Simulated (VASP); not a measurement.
# SiNi in VASP: further runs, part 2 of 2

VASP 6.6.1. Earlier steps stand in the parts before.

## Step 3: Single point, PBE

The input, INCAR:

```
PREC = Accurate
ENCUT = 400
EDIFF = 1E-6
ISMEAR = -1
SIGMA = 0.05
LREAL = Auto
LASPH = T
NELM = 120
ALGO = Normal
ISIF = 2
LWAVE = F
LCHARG = F
GGA = PE
NBANDS = 86
ISYM = -1
GGA_COMPAT = F
```

The input, KPOINTS:

```
explicit points
1
Reciprocal
  0.25000000   0.25000000   0.25000000 1
```

The input, POSCAR:

```
SiNi
1.0
    6.4002940000      0.0757740000      0.0022980000
    0.0757740000      6.4122190000      0.0415250000
    0.0022980000      0.0415250000      6.5625770000
Si Ni
10 10
Direct
   -0.0308785637      0.5810801797      0.2628879790
    0.7767575436      0.9064958000      0.5380946803
    0.0944115697      0.0671896526      0.7941550997
    0.7888117084      0.5813993156      0.7463899782
    0.4307671256      0.6845618566      0.3032030963
    0.1720172228      0.1905536552      0.2137459056
    0.1651742570      0.6695464508      0.7201833233
    0.3855505766      0.2736503645      0.5619560233
    0.7129064026      0.3166456997      0.0878665543
    0.6085341504      0.8998778200      0.9374179018
    0.2261122281      0.8536192026      1.0566237709
    0.1626728743      0.8684305492      0.4283385321
    0.6709104390      0.4493048959      0.4248535083
    0.7104600883      0.1935446512      0.7240676065
    0.8651364893      0.9761446912      0.1891778958
    0.0394881086      0.3528504161      0.5511784689
    0.3949194475      0.1881742179      0.9576659505
    0.5344230620      0.0672674576      0.3112090898
    0.4586758170      0.5630294312      0.9290375055
    0.0582761713      0.4187008572      0.9528859666
```

Potentials or basis: VASP PAW PBE potentials, release 64 (Si, Ni).

The run is started by

```
cat potpaw_PBE.64/Si/POTCAR potpaw_PBE.64/Ni/POTCAR > POTCAR
mpirun -np 1 vasp_std > vasp.out
```

OUTCAR:

```text
PREC = Accurate
   ENCUT = 400
   EDIFF = 1E-6
   ISMEAR = -1
   LREAL = Auto
   LASPH = T
   NELM = 120
   ISIF = 2
   GGA = PE
   ISYM = -1

 ion  position               nearest neighbor table
   1  0.969  0.581  0.263-  13 2.35  20 2.36  16 2.41  12 2.50  15 2.64   9 2.66  11 2.77   6 2.82
                             2 3.02   5 3.06
   2  0.777  0.906  0.538-  14 2.25  18 2.36  15 2.40   4 2.48  12 2.58  10 2.83   3 2.86   1 3.02
                             5 3.08   7 3.11
   3  0.094  0.067  0.794-  11 2.33  17 2.36  16 2.43  20 2.50  14 2.61   7 2.63   8 2.76  12 2.76
                             2 2.86   6 2.92  15 3.03
   4  0.789  0.581  0.746-  20 2.40  13 2.41  19 2.43   2 2.48   7 2.49  16 2.51  14 2.55  10 2.65
                             9 2.84
   5  0.431  0.685  0.303-  12 2.22  13 2.27  11 2.32  18 2.56  19 2.59  10 2.99   1 3.06   2 3.08
                             8 3.14
   6  0.172  0.191  0.214-  17 2.20  20 2.34  11 2.42  15 2.43  12 2.49  18 2.51  16 2.59   8 2.73
                             1 2.82   3 2.92   9 3.14
   7  0.165  0.670  0.720-  12 2.29  20 2.32  19 2.41  16 2.48   4 2.49  11 2.55   3 2.63   8 3.07
                             2 3.11
   8  0.386  0.274  0.562-  16 2.26  18 2.32  13 2.34  14 2.38  17 2.65   6 2.73   3 2.76   7 3.07
                            19 3.10   5 3.14
   9  0.713  0.317  0.088-  17 2.38  13 2.39  15 2.45  18 2.46  19 2.46  20 2.48  14 2.52   1 2.66
                             4 2.84  10 2.95   6 3.14
  10  0.609  0.900  0.937-  17 2.28  19 2.39  15 2.39  14 2.43  11 2.59   4 2.65  18 2.73   2 2.83
                             9 2.95   5 2.99
  11  0.226  0.854  0.057-   5 2.32   3 2.33   6 2.42  12 2.48  17 2.50  19 2.51   7 2.55  15 2.58
                            10 2.59   1 2.77  18 2.96
  12  0.163  0.868  0.428-   5 2.22   7 2.29  11 2.48   6 2.49   1 2.50  15 2.55   2 2.58   3 2.76
                            18 2.83
  13  0.671  0.449  0.425-   5 2.27   8 2.34   1 2.35   9 2.39   4 2.41  14 2.55  16 2.56  18 2.73

  14  0.710  0.194  0.724-   2 2.25   8 2.38  10 2.43   9 2.52  17 2.54  13 2.55   4 2.55   3 2.61
                            16 2.61  18 3.06  20 3.08
  15  0.865  0.976  0.189-  18 2.33  10 2.39   2 2.40   6 2.43   9 2.45  12 2.55  11 2.58   1 2.64
                             3 3.03
  16  0.039  0.353  0.551-   8 2.26   1 2.41   3 2.43   7 2.48   4 2.51  13 2.56   6 2.59  14 2.61
                            20 2.68
  17  0.395  0.188  0.958-   6 2.20  10 2.28   3 2.36   9 2.38  19 2.45  11 2.50  14 2.54  20 2.58
                            18 2.59   8 2.65
  18  0.534  0.067  0.311-   8 2.32  15 2.33   2 2.36   9 2.46   6 2.51   5 2.56  17 2.59  10 2.73
                            13 2.73  12 2.83  11 2.96  14 3.06
  19  0.459  0.563  0.929-  10 2.39   7 2.41   4 2.43  17 2.45   9 2.46  11 2.51   5 2.59  20 2.75
                             8 3.10
  20  0.058  0.419  0.953-   7 2.32   6 2.34   1 2.36   4 2.40   9 2.48   3 2.50  17 2.58  16 2.68
                            19 2.75  14 3.08

IMPORTANT INFORMATION: All symmetrisations will be switched off!
NOSYMM: (Re-)initialisation of all symmetry stuff for point group C_1.

----------------------------------------------------------------------------------------

                                     Primitive cell

  volume of cell :     269.2800

  direct lattice vectors                    reciprocal lattice vectors
     6.400294000  0.075774000  0.002298000     0.156264697 -0.001846321 -0.000043036
     0.075774000  6.412219000  0.041525000    -0.001846321  0.155980459 -0.000986327
     0.002298000  0.041525000  6.562577000    -0.000043036 -0.000986327  0.152385421

  length of vectors
     6.400742946  6.412801145  6.562708777     0.156275610  0.155994504  0.152388619

  position of ions in fractional coordinates (direct lattice)
     0.969121436  0.581080180  0.262887979
     0.776757544  0.906495800  0.538094680
     0.094411570  0.067189653  0.794155100
     0.788811708  0.581399316  0.746389978
     0.430767126  0.684561857  0.303203096
     0.172017223  0.190553655  0.213745906
[... 12 lines left out ...]
     0.458675817  0.563029431  0.929037505
     0.058276171  0.418700857  0.952885967

  ion indices of the primitive-cell ions
   primitive index   ion index
                 1           1
                 2           2
                 3           3
                 4           4
                 5           5
                 6           6
[... 12 lines left out ...]
                19          19
                20          20

----------------------------------------------------------------------------------------

 KPOINTS: explicit points

Read explicit list of k-points.

 Found      1 k-points:

 Following reciprocal coordinates:
            Coordinates               Weight
  0.250000  0.250000  0.250000      1.000000
   k-points           NKPTS =      1   k-points in BZ     NKDIM =      1   number of bands    NBANDS=     86
   number of dos      NEDOS =    301   number of ions     NIONS =     20
   total plane-waves  NPLWV =  84672
   dimension x,y,z NGX =    42 NGY =   42 NGZ =   48
   dimension x,y,z NGXF=    84 NGYF=   84 NGZF=   96
   ions per type =              10  10
   NGX,Y,Z   is equivalent  to a cutoff of  10.91, 10.89, 12.16 a.u.
   NGXF,Y,Z  is equivalent  to a cutoff of  21.82, 21.78, 24.32 a.u.
 SYSTEM =  unknown system
   PREC   = accura    normal or accurate (medium, high low for compatibility)
   ISTART =      0    job   : 0-new  1-cont  2-samecut
   ICHARG =      2    charge: 1-file 2-atom 10-const
   ISPIN  =      1    spin polarized calculation?
   LNONCOLLINEAR =      F non collinear calculations
   LSORBIT =      F    spin-orbit coupling
   LASPH  =      T    aspherical Exc in radial PAW
   ENCUT  =  400.0 eV  29.40 Ry    5.42 a.u.  10.44 10.46 10.70*2*pi/ulx,y,z
   NELM   =    120;   NELMIN=  2; NELMDL= -5     # of ELM steps
   EDIFF  = 0.1E-05   stopping-criterion for ELM
   LREAL  =      T    real-space projection
   EDIFFG = 0.1E-04   stopping-criterion for IOM
   NSW    =      0    number of steps for IOM
   IBRION =     -1    ionic relax: 0-MD 1-quasi-New 2-CG
   NFREE  =      0    steps in history (QN), initial steepest desc. (CG)
   ISIF   =      2    stress and relaxation
   ISYM   =     -1    0-nonsym 1-usesym 2-fastsym
   POTIM  = 0.5000    time-step for ionic-motion
   TEBEG  =    0.0;   TEEND  =   0.0 temperature during run
   PSTRESS=    0.0 pullay stress
   NELECT =     140.0000    total number of electrons
   NUPDOWN=      -1.0000    fix difference up-down
   EMIN   =  10.00;   EMAX   =-10.00  energy-range for DOS
   EFERMI =   0.00;   METHOD = LEGACY
   ISMEAR =    -1;   SIGMA  =   0.05  broadening in eV -4-tet -1-fermi 0-gaus
   EFERMI_NEDOS =   21; number of points for ismear=-14 and -15
   IALGO  =     38    algorithm
   IMIX   =      4    mixing-type and parameters
     AMIX     =   0.40;   BMIX     =  1.00
     AMIX_MAG =   1.60;   BMIX_MAG =  1.00
  volume/ion in A,a.u.               =      13.46        90.86
  Fermi-wavevector in a.u.,A,eV,Ry     =   1.316385  2.487606 23.577108  1.732869
  Thomas-Fermi vector in A             =   2.446500
   LORBIT       =      0    0 simple, 1 ext, 2 COOP (PROOUT), +10 PAW based schemes
   GGA     = PE    functional components
   LHFCALC =     F    Hartree Fock is set to
   AEXX    =    0.0000 exact exchange contribution
   IVDW    =     0    specifies the selected vdW correction
   LEPSILON=     F    determine dielectric tensor
   LRPA    =     F    only Hartree local field effects (RPA)
 non-spin polarized calculation
  energy-cutoff  :      400.00
  volume of cell :      269.28
 maximum number of plane-waves:      4900
 NGX is ok and might be reduce to    42
   NGX = 21   NGY = 21   NGZ = 21

 number of electron     139.9999991 magnetization

 Free energy of the ion-electron system (eV)
  ---------------------------------------------------
  ext. energy  EPLUGINS =         0.00000000
  ---------------------------------------------------
  free energy    TOTEN  =      -114.04500734 eV

  energy without entropy =     -114.02934000  energy(sigma->0) =     -114.03717367

 E-fermi :   8.9633     XC(G=0): -11.6539

 val. band max:        8.7503898028   @ k =   0.2500   0.2500   0.2500
 cond. band min:       9.1734764497   @ k =   0.2500   0.2500   0.2500
 fundamental gap:      0.4230866469
 Fermi energy:         8.9633031174

 k-point     1 :       0.2500    0.2500    0.2500
  band No.  band energies     occupation
      1      -2.7688      2.00000
      2      -1.5330      2.00000
      3      -1.0783      2.00000
      4      -0.6909      2.00000
      5       0.0957      2.00000
      6       0.4354      2.00000
[... 74 lines left out ...]
     81      11.3544      0.00000
     82      11.6485      0.00000
 [bands above 82 left out]

------------------------ aborting loop because EDIFF is reached ----------------------------------------

  FORCE on cell =-STRESS in cart. coord.  units (eV):
  Direction    XX          YY          ZZ          XY          YZ          ZX
  --------------------------------------------------------------------------------------
  -------------------------------------------------------------------------------------
  Total       -9.3121877    -12.3908743    -16.2686607    -11.3597857     -8.6476313     -9.5046767
  in kB      -55.4061807    -73.7239241    -96.7961969    -67.5890949    -51.4521653    -56.5514627
  external PRESSURE =     -75.3087672 kB  Pullay stress =       0.0000000 kB

 VOLUME and BASIS-vectors are now :
 -----------------------------------------------------------------------------
  energy-cutoff  :      400.00
  volume of cell :      269.28
      direct lattice vectors                 reciprocal lattice vectors
     6.400294000  0.075774000  0.002298000     0.156264697 -0.001846321 -0.000043036
     0.075774000  6.412219000  0.041525000    -0.001846321  0.155980459 -0.000986327
     0.002298000  0.041525000  6.562577000    -0.000043036 -0.000986327  0.152385421

 POSITION                                       TOTAL-FORCE (eV/Angst)
 -----------------------------------------------------------------------------------
      6.24730      3.81036      1.75158         0.203653      0.289131     -0.163864
      5.04140      5.89385      3.57071         0.651640     -0.118160     -0.579811
      0.61118      0.47097      5.21471        -0.489172      0.480252     -0.331064
      5.09440      3.81883      4.92420        -0.517770     -0.455008      0.383459
      2.80961      4.43479      2.01921         0.693279      0.002830     -0.155696
      1.11589      1.24378      1.41103        -0.484920     -0.111270      0.928969
[... 12 lines left out ...]
      2.98046      3.68360      6.12131         0.633828      0.218182     -0.107992
      0.40690      2.72879      6.27091        -0.367269      0.097936      0.096066
 -----------------------------------------------------------------------------------
    total drift:                               -0.005129     -0.002442     -0.003697

  FREE ENERGIE OF THE ION-ELECTRON SYSTEM (eV)
  ---------------------------------------------------
  free  energy   TOTEN  =      -114.0450073389 eV

  energy  without entropy=     -114.0293400021  energy(sigma->0) =     -114.03717367
```

It took 44 s on 1 thread of Intel Xeon Platinum 8488C (Sapphire Rapids), shared host; peak memory 0.28 GiB.

What came out:

| Property | Result |
| --- | --- |
| Free energy | -114.0450 eV |
| Pressure | -7.5 GPa |
| Largest force | 1.090 eV/Å |

Forces on the atoms (eV/Å):
```
Si   0.204  0.289 -0.164
Si   0.652 -0.118 -0.580
Si  -0.489  0.480 -0.331
Si  -0.518 -0.455  0.383
Si   0.693  0.003 -0.156
Si  -0.485 -0.111  0.929
Si   0.488  0.043 -0.127
Si  -0.154  0.046  0.527
Si   0.463 -0.017  0.142
Si  -0.122 -0.028  0.411
Ni  -0.467 -0.210 -0.609
Ni  -0.696  0.542  0.640
Ni  -0.228  0.155 -0.417
Ni  -0.032  0.014  0.507
Ni   0.616 -0.366 -0.045
Ni   0.358 -0.346 -0.302
Ni   0.183 -0.107 -0.705
Ni  -0.733 -0.130 -0.092
Ni   0.634  0.218 -0.108
Ni  -0.367  0.098  0.096
```

Stress tensor (GPa, compression positive):
```
-5.54 -6.76 -5.66
-6.76 -7.37 -5.15
-5.66 -5.15 -9.68
```

Caveat: the atoms stand as in a frame of molecular dynamics. Spin polarisation is off, so any magnetic state and its effect on volume and gap are missing.
